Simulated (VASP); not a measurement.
Runs of VASP 6.6.1 on InO. The structure is that of space group P-6m2 (No. 187), or close to it. The cells are those of the table. 

```tsv
cell	gap on the mesh (eV)	largest force (eV/Å)
a = 3.592, b = 3.592, c = 15.877 Å, angles 90.0, 90.0, 120.0°, 4 atoms	0.68	0.90
a = 3.730, b = 3.730, c = 16.512 Å, angles 90.0, 90.0, 120.0°, 4 atoms	0.46	1.44
a = 3.730, b = 3.730, c = 15.877 Å, angles 90.0, 90.0, 120.0°, 4 atoms	0.47	1.24
a = 3.592, b = 3.592, c = 17.147 Å, angles 90.0, 90.0, 120.0°, 4 atoms	0.43	1.36
a = 3.592, b = 3.592, c = 16.512 Å, angles 90.0, 90.0, 120.0°, 4 atoms	(a)	1.14
a = 3.730, b = 3.730, c = 15.242 Å, angles 90.0, 90.0, 120.0°, 4 atoms	0.47	1.50
```

Alike in all rows: task single point; level r2SCAN; potentials or basis VASP PAW PBE potentials, release 64 (In_d, O); no spin polarisation; k mesh 12 × 12 × 2; cutoff (eV) 520; smearing gaussian 0.05 eV.

Question: Fill in the values left out.

Answer: (a) 0.56.

Caveats: there is no dipole correction, which matters where the two faces differ; the PAW data sets were made with another functional, which shifts forces and pressure a little; spin-orbit coupling is left out, which moves the levels of the heavy elements.

A k mesh can miss the band edges, and the runs leave out spin-orbit coupling on In.
